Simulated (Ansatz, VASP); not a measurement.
One calculation of TaC, two programs

The input INCAR:

```
PREC     = Accurate       # precision mode
ENCUT    = 600            # plane-wave cutoff, eV
EDIFF    = 1E-6           # SCF threshold, eV
ISMEAR   = -1             # smearing method
SIGMA    = 0.05           # smearing width, eV
LREAL    = False          # projectors in reciprocal space
LASPH    = True           # aspherical terms in the spheres
NELM     = 120            # most SCF steps
ALGO     = Normal         # electronic algorithm
ISIF     = 2              # what is computed and relaxed
LWAVE    = False          # write WAVECAR
LCHARG   = False          # write CHGCAR
GGA      = PE             # functional
NBANDS   = 14             # bands
GGA_COMPAT= False
```

The input KPOINTS:

```
regular mesh
0
Gamma
  14 14 14
```

POSCAR

```
TaC
1.0
    0.0000000000      2.0636503954      2.0636503954
    2.0636503954      0.0000000000      2.0636503954
    2.0636503954      2.0636503954      0.0000000000
Ta C
1 1
Direct
    0.0000000000      0.0000000000      0.0000000000
    0.5000000000      0.5000000000      0.5000000000
```

Input for Ansatz:

```yaml
crystal:
  lattice:
    - [0.0, 2.0636503954, 2.0636503954]
    - [2.0636503954, 0.0, 2.0636503954]
    - [2.0636503954, 2.0636503954, 0.0]
  atoms:
    - { symbol: Ta, position: [0.0, 0.0, 0.0] }
    - { symbol: C, position: [0.5, 0.5, 0.5] }
kpoints:
  mp_grid: { grid: [14, 14, 14] }
  band_path:
    path:
      - [0.0, 0.0, 0.0]
      - [0.5, 0.0, 0.5]
      - [0.625, 0.25, 0.625]
      - [0.375, 0.375, 0.75]
      - [0.0, 0.0, 0.0]
      - [0.5, 0.5, 0.5]
      - [0.5, 0.25, 0.75]
      - [0.5, 0.0, 0.5]
    npoints: 6
scf:
  occupations: { method: fermi_dirac, width: 0.05 }
hamiltonian:
  xc: pbe
  pseudopotentials: { kind: all_electron, lapw: { basis_error: 0.001 } }
output:
  forces: true
  stress: true
  eigenvalues: true
  populations: true
```

Change from the starting cell: volume scaled by 0.8, LAPW.

Alike in both runs: task single point; functional PBE; k mesh 14 × 14 × 14; occupations fermi-dirac, width 0.05 eV; no spin polarisation.

|  | VASP | Ansatz |
| --- | --- | --- |
| version | VASP 6.6.1 | Ansatz 0.2.0 |
| potentials or method | VASP PAW PBE potentials, release 64 (Ta_pv, C), cutoff 600 eV | all-electron LAPW, scalar-relativistic |

```csv
,VASP,Ansatz,Ansatz less VASP
pressure (GPa),132.6,128.5,-4.02
```

Both programs put the cell under a high pressure, so it lies far from rest at this level. Ansatz ran all-electron here, and VASP with PAW potentials.

Spin-orbit coupling is off throughout. Noted on VASP's run: the cell as given lies far from equilibrium.
